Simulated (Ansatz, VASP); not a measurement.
Given: the input of a run of VASP 6.6.1 on BAs.

File INCAR:

```
SYSTEM = BAs
PREC = Accurate ; ENCUT = 520
EDIFF = 1E-6 ; ISMEAR = -1
SIGMA = 0.05 ; LREAL = .False.
LASPH = .True. ; NELM = 60
ALGO = Normal ; ISIF = 2
LWAVE = .False. ; LCHARG = .True.
GGA = B5 ; ALDAX = 1.0
AGGAX = 1.0 ; AGGAC = 1.0
ALDAC = 0.0 ; IVDW = 13
VDW_S6 = 1.0 ; VDW_S8 = 2.34076671
VDW_A1 = 0.44488865 ; VDW_A2 = 4.0933009
LELF = .True. ; LVHAR = .True.
NBANDS = 11
```

KPOINTS

```
regular mesh
0
Gamma
  10 10 10
  0 0 0
```

File POSCAR:

```
BAs
1.0
    0.0000000000      2.3724693156      2.3724693156
    2.3724693156      0.0000000000      2.3724693156
    2.3724693156      2.3724693156      0.0000000000
As B
1 1
Direct
    0.7500000000      0.7500000000      0.7500000000
    0.0000000000      0.0000000000      0.0000000000
```

Potentials or basis: VASP PAW PBE potentials, release 64 (As, B).

Command:

```sh
$ cat potpaw_PBE.64/As/POTCAR potpaw_PBE.64/B/POTCAR > POTCAR
$ mpirun -np 1 vasp_std > vasp.out
```

Task: Translate it to Ansatz 0.2.0. Potentials there: Ansatz PAW.

Result: As run (the cutoff follows the program's own potentials):

input.yaml

```yaml
crystal:
  lattice:
    - [0.0, 2.3724693156, 2.3724693156]
    - [2.3724693156, 0.0, 2.3724693156]
    - [2.3724693156, 2.3724693156, 0.0]
  atoms:
    - { symbol: As, position: [0.75, 0.75, 0.75] }
    - { symbol: B, position: [0.0, 0.0, 0.0] }
hamiltonian:
  xc: blyp
  pseudopotentials: { kind: paw }
  dispersion: d4
kpoints:
  mp_grid: { grid: [10, 10, 10] }
scf:
  occupations: { method: fermi_dirac, width: 0.05 }
output:
  forces: true
  stress: true
  eigenvalues: true
```

Potentials or basis: Ansatz PAW.

Run with:

```bash
$ ansatz run input.yaml --threads 2 --pin off --max-ram 5120MiB --backend cpu --events-out ev --progress --plain --runs-dir out
```

Both were run:

|  | VASP | Ansatz | Ansatz less VASP |
| --- | --- | --- | --- |
| gap on the k mesh at the Fermi level (eV) | 1.39 | 1.39 | +0.005 |
| least direct gap on the mesh (eV) | 3.40 | 3.40 | -0.003 |
| pressure (GPa) | 2.6 | 1.6 | -0.98 |

VASP's potentials were made for PBE, not for BLYP. VASP's potentials hold 8 valence electrons a cell and Ansatz's 18, so a difference there can come from the potentials and not from the codes.
